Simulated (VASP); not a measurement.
Input of a VASP 6.6.1 run:

The input INCAR:

```
PREC = Accurate
ENCUT = 520
EDIFF = 1E-7
ISMEAR = 0
SIGMA = 0.1
LREAL = False
LASPH = True
NELM = 80
ALGO = Normal
ISIF = 2
LWAVE = False
LCHARG = False
GGA = PS
NBANDS = 11
```

The input KPOINTS:

```
regular mesh
0
Gamma
  15 15 12
```

Contents of POSCAR:

```
MgB2
1.0
    3.1055159602      0.0000000000      0.0000000000
   -1.5527579801      2.6894557134      0.0000000000
    0.0000000000      0.0000000000      3.6521179500
Mg B
1 2
Direct
    0.0000000000      0.0000000000      0.0000000000
    0.3333333333      0.6666666667      0.5000000000
    0.6666666667      0.3333333333      0.5000000000
```

Potentials or basis: VASP PAW PBE potentials, release 64 (Mg, B).

Run with:

```console
$ cat potpaw_PBE.64/Mg/POTCAR potpaw_PBE.64/B/POTCAR > POTCAR
$ mpirun -np 1 vasp_std > vasp.out
```

(1) What does it give for the pressure?

(2) Estimate the band gap on the k mesh.

Answers

(1) -8.6 GPa.

(2) zero (band 4 reaches 6.51 eV, above the bottom of band 5 at 2.99 eV).

Caveat: the cell differs from its parent crystal (strained); the PAW data sets were made with another functional, which shifts forces and pressure a little.
